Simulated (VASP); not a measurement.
# C (Fmmm) in VASP: further runs, part 2 of 2

VASP 6.6.1. Earlier steps stand in the parts before.

### Step 4. Single point, LDA

This run uses another cell than the first one, of 9.44 Å³/atom, 1.080 times its volume.

INCAR

```
SYSTEM = C
PREC     = Accurate       ! precision mode
ENCUT    = 520            ! plane-wave cutoff, eV
EDIFF    = 1E-6           ! SCF threshold, eV
ISMEAR   = 0              ! smearing method
SIGMA    = 0.1            ! smearing width, eV
LREAL    = .FALSE.        ! projectors in reciprocal space
LASPH    = .TRUE.         ! aspherical terms in the spheres
NELM     = 80             ! most SCF steps
ALGO     = Normal         ! electronic algorithm
ISIF     = 2              ! what is computed and relaxed
LWAVE    = .FALSE.        ! write WAVECAR
LCHARG   = .TRUE.         ! write CHGCAR
GGA      = CA             ! functional
LELF     = .TRUE.         ! ELF
LVHAR    = .TRUE.       
NBANDS   = 11             ! bands
```

KPOINTS

```
regular mesh
0
G
  14 14 14
  0 0 0
```

POSCAR

```
C
1.0
    0.0000000000      2.1822713031      3.4349996817
    1.2599102775      0.0000000000      3.4349996817
    1.2599102775      2.1822713031      0.0000000000
C
2
Direct
    0.1666666667      0.8333333333      0.1666666667
    0.8333333333      0.1666666667      0.8333333333
```

Potentials or basis: VASP PAW LDA potentials, release 64 (C).

Launch:

```sh
cat potpaw_LDA.64/C/POTCAR > POTCAR
mpirun -np 1 vasp_std > vasp.out
```

OUTCAR:

```text
SYSTEM = C
   PREC = Accurate
   ENCUT = 520
   EDIFF = 1E-6
   ISMEAR = 0
   LREAL = .FALSE.
   LASPH = .TRUE.
   NELM = 80
   ISIF = 2
   GGA = CA

 ion  position               nearest neighbor table
   1  0.167  0.833  0.167-   2 1.45   2 1.45   2 1.45
   2  0.833  0.167  0.833-   1 1.45   1 1.45   1 1.45

  LATTYP: Found a face centered orthorhombic cell.
 ALAT       =     2.5198205550
 B/A-ratio  =     1.7320846905
 C/A-ratio  =     2.7263843649

  Lattice vectors:

 A1 = (   0.0000000000,   2.1822713031,   3.4349996817)
 A2 = (   1.2599102775,   0.0000000000,   3.4349996817)
 A3 = (   1.2599102775,   2.1822713031,   0.0000000000)

Analysis of symmetry for initial positions (statically):
=====================================================================
 Subroutine PRICEL returns:
 Original cell was already a primitive cell.

 Routine SETGRP: Setting up the symmetry group for a
 face centered orthorhombic supercell.

 Subroutine GETGRP returns: Found  8 space group operations
 (whereof  8 operations were pure point group operations)
 out of a pool of  8 trial point group operations.

The static configuration has the point symmetry D_2h.

Analysis of symmetry for dynamics (positions and initial velocities):
=====================================================================
 Subroutine PRICEL returns:
 Original cell was already a primitive cell.

 Routine SETGRP: Setting up the symmetry group for a
 face centered orthorhombic supercell.

 Subroutine GETGRP returns: Found  8 space group operations
 (whereof  8 operations were pure point group operations)
 out of a pool of  8 trial point group operations.

The dynamic configuration has the point symmetry D_2h.

 Subroutine INISYM returns: Found  8 space group operations
[... 114 lines left out ...]
   IALGO  =     38    algorithm
   IMIX   =      4    mixing-type and parameters
     AMIX     =   0.40;   BMIX     =  1.00
     AMIX_MAG =   1.60;   BMIX_MAG =  1.00
  volume/ion in A,a.u.               =       9.44        63.73
  Fermi-wavevector in a.u.,A,eV,Ry     =   1.229428  2.323282 20.565117  1.511493
  Thomas-Fermi vector in A             =   2.364316
   LORBIT       =      0    0 simple, 1 ext, 2 COOP (PROOUT), +10 PAW based schemes
   GGA     = CA    functional components
   LHFCALC =     F    Hartree Fock is set to
   AEXX    =    0.0000 exact exchange contribution
   IVDW    =     0    specifies the selected vdW correction
   LEPSILON=     F    determine dielectric tensor
   LRPA    =     F    only Hartree local field effects (RPA)
 non-spin polarized calculation
 Gauss-broadening in eV      SIGMA  =   0.10
  energy-cutoff  :      520.00
  volume of cell :       18.89
 maximum number of plane-waves:       523
   NGX = 15   NGY = 13   NGZ =  9

 number of electron       8.0000000 magnetization

 Free energy of the ion-electron system (eV)
  ---------------------------------------------------
  ext. energy  EPLUGINS =         0.00000000
  ---------------------------------------------------
  free energy    TOTEN  =       -20.10757328 eV

  energy without entropy =      -20.10755990  energy(sigma->0) =      -20.10756659

 E-fermi :   4.1922     XC(G=0): -10.4673

 val. band max:        4.0480540309   @ k =   0.5000  -0.1429   0.3571
 cond. band min:       4.3900692825   @ k =  -0.1429   0.2143   0.2857
 fundamental gap:      0.3420152516
 Fermi energy:         4.1921846554

 k-point     1 :       0.0000    0.0000    0.0000
  band No.  band energies     occupation
      1     -14.9406      2.00000
      2      -2.2435      2.00000
      3       0.9289      2.00000
      4       0.9532      2.00000
      5       7.8985      0.00000
      6      11.8111      0.00000
      7      11.8751      0.00000
      8      14.4874      0.00000
      9      15.3995      0.00000
     10      25.4108      0.00000
     11      28.0547      0.00000
[... 309 lines left out ...]
 k-point    24 :       0.2857    0.1429   -0.0000
  band No.  band energies     occupation
      1     -14.3754      2.00000
      2      -2.5265      2.00000
      3      -0.7268      2.00000
      4       0.1122      2.00000
      5      10.3192      0.00000
      6      11.8655      0.00000
      7      13.0980      0.00000
      8      13.6246      0.00000
      9      16.2965      0.00000
     10      24.7535      0.00000
     11      26.6886      0.00000

 [... further k-points ...]
[... 5 lines left out ...]
  --------------------------------------------------------------------------------------
  -------------------------------------------------------------------------------------
  Total       -3.8243079     -3.8198456     -0.0482992      0.0000000      0.0000000      0.0000000
  in kB     -324.3832150   -324.0047168     -4.0968106      0.0000000      0.0000000      0.0000000
  external PRESSURE =    -217.4949141 kB  Pullay stress =       0.0000000 kB

 VOLUME and BASIS-vectors are now :
 -----------------------------------------------------------------------------
  energy-cutoff  :      520.00
  volume of cell :       18.89
      direct lattice vectors                 reciprocal lattice vectors
     0.000000000  2.182271303  3.434999682    -0.396853656  0.229119083  0.145560421
     1.259910277  0.000000000  3.434999682     0.396853656 -0.229119083  0.145560421
     1.259910277  2.182271303  0.000000000     0.396853656  0.229119083 -0.145560421

 POSITION                                       TOTAL-FORCE (eV/Angst)
 -----------------------------------------------------------------------------------
      1.25991      0.72742      3.43500         0.000000      0.032114      0.000000
      1.25991      3.63712      3.43500         0.000000     -0.032114      0.000000
 -----------------------------------------------------------------------------------
    total drift:                               -0.000000     -0.000000     -0.000000

  FREE ENERGIE OF THE ION-ELECTRON SYSTEM (eV)
  ---------------------------------------------------
  free  energy   TOTEN  =       -20.1075732844 eV

  energy  without entropy=      -20.1075599035  energy(sigma->0) =      -20.10756659
```

It took 39 s on 1 thread of Intel Xeon 6975P-C (Granite Rapids), shared host; peak memory 0.18 GiB.

What came out:

```
Free energy            : -20.1076 eV
Pressure               : -21.7 GPa
Largest force          : 0.032 eV/Å
Band gap on the k mesh : 0.34 eV, indirect (least direct gap 0.42 eV)
```

Forces in eV/Å, atoms in the order of the input:
```
C    0.000  0.032  0.000
C    0.000 -0.032  0.000
```

Stress tensor (GPa, compression positive):
```
-32.44   0.00   0.00
  0.00 -32.40   0.00
  0.00   0.00  -0.41
```

Levels at points of the mesh, in eV from the valence-band top:
```csv
k point,band 2,band 3,band 4,band 5,band 6,band 7
"(0.00, 0.00, 0.00)",-6.29,-3.12,-3.09,3.85,7.76,7.83
"(0.50, 0.00, 0.00)",-12.80,-6.28,-2.32,1.47,6.74,11.71
"(0.50, 0.50, 0.00)",-8.17,-3.13,-3.11,7.73,7.80,9.69
"(0.50, 0.00, 0.50)",-12.88,-6.26,-1.61,2.26,6.93,10.55
"(0.00, 0.50, 0.50)",-12.72,-6.31,-2.95,0.81,6.57,12.81
```

A k mesh can miss the band edges.

### Step 5. Summary

```csv
cell,gap on the mesh (eV),pressure (GPa),largest force (eV/Å)
"a = 3.967, b = 3.566, c = 2.456 Å, angles 80.1, 62.3, 37.6°, 2 atoms",0.32,-3.0,0.04
"a = 4.019, b = 3.613, c = 2.488 Å, angles 80.1, 62.3, 37.6°, 2 atoms",0.33,-13.2,0.03
"a = 4.070, b = 3.659, c = 2.520 Å, angles 80.1, 62.3, 37.6°, 2 atoms",0.34,-21.7,0.03
```

Alike in all rows: task single point; level LDA; potentials or basis VASP PAW LDA potentials, release 64 (C); no spin polarisation; k mesh 14 × 14 × 14; cutoff (eV) 520; smearing gaussian 0.1 eV.

Total energies depend on the potentials used, so only differences within one code and one set of settings carry meaning.
